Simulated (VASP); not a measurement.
Runs of VASP 6.6.1 on Os. The structure is that of space group Im-3m (No. 229), or close to it. The cells are those of the table. This isn't the form of Os at room conditions, which is hcp.

| level | cell | gap on the mesh (eV) | pressure (GPa) |
| --- | --- | --- | --- |
| PBEsol | a = 2.409 Å, angles 109.5°, 1 atom | none | (b) |
| PBEsol+D3(BJ) | a = 2.409 Å, angles 109.5°, 1 atom | none | (a) |
| PBEsol | a = 2.512 Å, angles 109.5°, 1 atom | none | 95.7 |
| PBEsol | a = 2.297 Å, angles 109.5°, 1 atom | none | 465.3 |
| PBEsol | a = 2.607 Å, angles 109.5°, 1 atom | none | 23.6 |

Alike in all rows: task single point; potentials or basis VASP PAW PBE potentials, release 64 (Os); no spin polarisation; k mesh 19 × 19 × 19; cutoff (eV) 520; smearing fermi-dirac 0.05 eV.

Q: Fill in the values left out.

A: (a) 212.6; (b) 225.6.

Caveats: the cell stands under pressure; the PAW data sets were made with another functional, which shifts forces and pressure a little; spin-orbit coupling is left out, which moves the levels of the heavy elements.

A k mesh can miss the band edges, and the runs leave out spin-orbit coupling on Os.

A gap of «none» marks levels without a gap at the run's occupations.
